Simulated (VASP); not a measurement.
Input of a VASP 6.6.1 run:

INCAR

```
SYSTEM = Ge
PREC = Accurate ; ENCUT = 520
EDIFF = 1E-8 ; ISMEAR = -1
SIGMA = 0.05 ; LREAL = .FALSE.
LASPH = .TRUE. ; NELM = 60
ALGO = Normal ; ISIF = 2
LWAVE = .FALSE. ; LCHARG = .FALSE.
GGA = PS ; LEFG = .TRUE.
NBANDS = 21
```

Contents of KPOINTS:

```
regular mesh
0
G
  11 11 11
  0 0 0
```

POSCAR

```
Ge
1.0
    0.0000000000      2.8287700000      2.7721946000
    2.8287700000      0.0000000000      2.7721946000
    2.8287700000      2.8287700000      0.0000000000
Ge
2
Direct
    0.5000000000      0.5000000000      0.5000000000
    0.7500000000      0.7500000000      0.7500000000
```

Potentials or basis: VASP PAW PBE potentials, release 64 (Ge_d).

The run is started by

```bash
$ cat potpaw_PBE.64/Ge_d/POTCAR > POTCAR
$ mpirun -np 1 vasp_std > vasp.out
```

What does it give for the pressure?

2.1 GPa.

Electric field gradients, principal values (V/Å²):
```tsv
atom	least	middle	greatest (by size)
1 Ge	-0.399	-0.403	0.802
2 Ge	-0.399	-0.403	0.802
```

Caveat: the cell differs from its parent crystal (zz strain of -2 %); without QUAD_EFG the Cq values of the log hold for a quadrupole moment of 1 mb, not for the nuclei; the PAW data sets were made with another functional, which shifts forces and pressure a little.
